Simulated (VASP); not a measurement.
Wanted: the native input for a VASP 6.6.1 run.

```yaml
Task: single point
Functional: PBEsol
Potentials_or_basis: VASP PAW PBE potentials, release 64 (Al, Ru_pv)
Cutoff: 520 eV
k_mesh: 18 × 18 × 18
Occupations: tetrahedron
Spin: no spin polarisation
Dipole_correction: no
Further_INCAR_settings: ALGO = Fast; EDIFF = 1e-06; NBANDS = 17
```

The structure of Al2Ru lies in POSCAR:

```
Al2Ru
1.0
   -1.5604216200      1.5604216200      4.2218055900
    1.5604216200     -1.5604216200      4.2218055900
    1.5604216200      1.5604216200     -4.2218055900
Al Ru
2 1
Direct
    0.6592021900      0.6592021900      0.0000000000
    0.3407978100      0.3407978100      0.0000000000
    0.0000000000      0.0000000000      0.0000000000
```

These files were run (other wordings do the same):

INCAR

```
SYSTEM = Al2Ru
ALGO = Fast
EDIFF = 1E-6
ENCUT = 520
GGA = PS
ISIF = 2
ISMEAR = -5
LASPH = .TRUE.
LCHARG = .FALSE.
LREAL = .FALSE.
LWAVE = .FALSE.
NBANDS = 17
NELM = 60
PREC = Accurate
SIGMA = 0.1
```

KPOINTS

```
k-points
0
G
  18 18 18
  0 0 0
```

Potentials or basis: VASP PAW PBE potentials, release 64 (Al, Ru_pv).

The run is started by

```console
$ cat potpaw_PBE.64/Al/POTCAR potpaw_PBE.64/Ru_pv/POTCAR > POTCAR
$ mpirun -np 1 vasp_std > vasp.out
```

It gave:

```json
{
  "Pressure": "-0.4 GPa",
  "Largest force": "0.038 eV/Å",
  "Band gap on the k mesh": "zero (bands 10 and 11 overlap by 0.18 eV)"
}
```

Caveat: the PAW data sets were made with another functional, which shifts forces and pressure a little; tetrahedron occupations give inexact forces and stress in metals.

It took 14 min on 1 thread of Intel Xeon 8259CL, with other jobs on the host, peak memory 0.48 GiB.
